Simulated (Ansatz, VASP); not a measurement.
**Ba2PdO3 in VASP and in Ansatz**

File INCAR:

```
  PREC = Accurate
  ENCUT = 520
  EDIFF = 1E-6
  ISMEAR = 0
  SIGMA = 0.05
  LREAL = F
  LASPH = T
  NELM = 150
  ALGO = Normal
  ISIF = 2
  LWAVE = F
  LCHARG = F
  ISPIN = 2
  MAGMOM = 0 0 2 0 0 0
  LORBIT = 11
  LMAXMIX = 4
  LDAU = T
  LDAUTYPE = 1
  LDAUL = -1 2 -1
  LDAUU = 0 3 0
  LDAUJ = 0 0.5 0
  LDAUPRINT = 1
  NBANDS = 37
  LUSENCCL = F
```

Contents of KPOINTS:

```
regular mesh
0
Gamma
  7 7 7
```

The input POSCAR:

```
Ba2PdO3
1.0
   -1.9181001000      2.0400001100      6.6675003600
    1.9181001000     -2.0400001100      6.6675003600
    1.9181001000      2.0400001100     -6.6675003600
Ba Pd O
2 1 3
Direct
    0.6461000000      0.6461000000      0.0000000000
    0.3539000000      0.3539000000      0.0000000000
    0.0000000000      0.0000000000      0.0000000000
    0.5000000000      0.0000000000      0.5000000000
    0.8481000000      0.8481000000      0.0000000000
    0.1519000000      0.1519000000      0.0000000000
```

Input for Ansatz:

```yaml
crystal:
  lattice:
    - [-1.9181001, 2.04000011, 6.66750036]
    - [1.9181001, -2.04000011, 6.66750036]
    - [1.9181001, 2.04000011, -6.66750036]
  atoms:
    - { symbol: Ba, position: [0.6461, 0.6461, 0.0] }
    - { symbol: Ba, position: [0.3539, 0.3539, 0.0] }
    - { symbol: Pd, position: [0.0, 0.0, 0.0], spin: 2.0 }
    - { symbol: O, position: [0.5, 0.0, 0.5] }
    - { symbol: O, position: [0.8481, 0.8481, 0.0] }
    - { symbol: O, position: [0.1519, 0.1519, 0.0] }
basis:
  ecutwfc: 420
  ecutrho_ratio: 4
kpoints:
  mp_grid: { grid: [7, 7, 7] }
hamiltonian:
  xc: lda
  hubbard: { sites: [{ site: 2, l: d, u: 3.0, j: 0.5 }] }
scf:
  occupations: { method: gaussian, width: 0.05 }
  lower_state_search: "off"
  max_iter: 150
output:
  forces: true
  stress: true
  eigenvalues: true
  populations: true
  hubbard: { sites: [{ site: 2, l: d }] }
magnetization:
  spin_polarized: true
```

Alike in both runs: task single point; functional LDA; k mesh 7 × 7 × 7; occupations gaussian, width 0.05 eV; collinear spin; Hubbard terms Pd d U = 3.0 eV, J = 0.5 eV.

|  | VASP | Ansatz |
| --- | --- | --- |
| version | VASP 6.6.1 | Ansatz 0.2.0 |
| potentials or method | VASP PAW LDA potentials, release 64 (Ba_sv, Pd, O), cutoff 520 eV | scalar-relativistic, plane waves, PAW |
| valence electrons in the cell | 48 | 56 |

```csv
,VASP,Ansatz,Ansatz less VASP
gap on the k mesh at the Fermi level (eV),0.36,0.32,-0.038
least direct gap on the mesh (eV),0.62,0.68,+0.055
pressure (GPa),-4.4,-5.0,-0.67
"traceless stress, the component that is largest in VASP (GPa)",1.28,0.08,-1.201
rms of the force components (eV/Å),0.063,0.137,+0.0739
net moment per atom (μB),0.00,0.00,0.000
```

LDA's correlation is that of Perdew and Zunger in VASP and of Perdew and Wang (1992) in Ansatz. The programs project onto different local orbitals, so the same U acts differently, and such runs can settle in different states. Atom by atom the forces differ by 0.104 eV/Å (rms over components). VASP's potentials hold 48 valence electrons a cell and Ansatz's 56, so a difference there can come from the potentials and not from the codes. Ansatz's warnings: seeded moment not kept.

Neither program's run includes spin-orbit coupling.
